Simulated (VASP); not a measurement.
**Cd: single point with PBEsol**

The system is Cd.

```
Cd
1.0
     2.95754    0.00000    0.00000
    -1.47877    2.56130    0.00000
     0.00000    0.00000    5.57742
Cd
2
Direct
  0.33333 0.66667 0.25000
  0.66667 0.33333 0.75000
```

```json
{
  "Program": "VASP 6.6.1",
  "Task": "single point",
  "Functional": "PBEsol",
  "Potentials or basis": "VASP PAW PBE potentials, release 64 (Cd)",
  "Cutoff": "520 eV",
  "k mesh": "9 × 9 × 4",
  "Occupations": "fermi-dirac, width 0.05 eV",
  "Spin": "no spin polarisation"
}
```

The pressure is 0.4 GPa and the band gap on the k mesh is zero (band 12 reaches 3.98 eV, above the bottom of band 13 at -0.07 eV).

Stress tensor (GPa, compression positive):
```
-0.06  0.00  0.00
 0.00 -0.06  0.00
 0.00  0.00  1.25
```

Levels at points of the mesh, in eV from the Fermi level:
| k point | band 10 | band 11 | band 12 | band 13 | band 14 | band 15 |
| --- | --- | --- | --- | --- | --- | --- |
| (0.00, 0.00, 0.00) | -8.66 | -8.66 | -3.41 | -3.26 | 10.43 | 14.31 |
| (0.00, 0.00, 0.50) | -8.78 | -7.75 | -7.75 | 3.52 | 3.52 | 14.64 |

It took 10 s on 1 thread of Intel(R) Xeon(R) 6975P-C (Granite Rapids), with other jobs on the host, peak memory 0.17 GiB.

Caveat: the PAW data sets were made with another functional, which shifts forces and pressure a little.
